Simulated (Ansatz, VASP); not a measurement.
## Si: VASP beside Ansatz

```xyz
4
Lattice="3.8313 0.0000 0.0000 -1.9157 3.3180 0.0000 0.0000 0.0000 6.3326" Properties=species:S:1:pos:R:3 pbc="T T T"
Si    1.9157    1.1060    5.9336
Si    0.0000    2.2120    2.7673
Si    1.9157    1.1060    3.5653
Si    0.0000    2.2120    0.3990
```

Alike in both runs: task single point; functional PBE; k mesh 8 × 8 × 4; occupations gaussian, width 0.022 eV; no spin polarisation.

|  | VASP | Ansatz |
| --- | --- | --- |
| version | VASP 6.6.1 | Ansatz 0.2.0 |
| potentials or method | VASP PAW PBE potentials, release 64 (Si) | Ansatz PAW |
| plane-wave cutoff (eV) | 520 | 420 |
| valence electrons in the cell | 16 | 16 |

```tsv
	VASP	Ansatz	Ansatz less VASP
gap on the k mesh at the Fermi level (eV)	0.42	0.42	-0.002
least direct gap on the mesh (eV)	1.03	1.03	-0.004
pressure (GPa)	1.4	1.4	+0.08
rms of the force components (eV/Å)	0.005	0.004	-0.0003
```

Atom by atom the forces differ by 0.000 eV/Å (rms over components). The functional is the same, so the differences come from potentials, cutoffs and numerics.
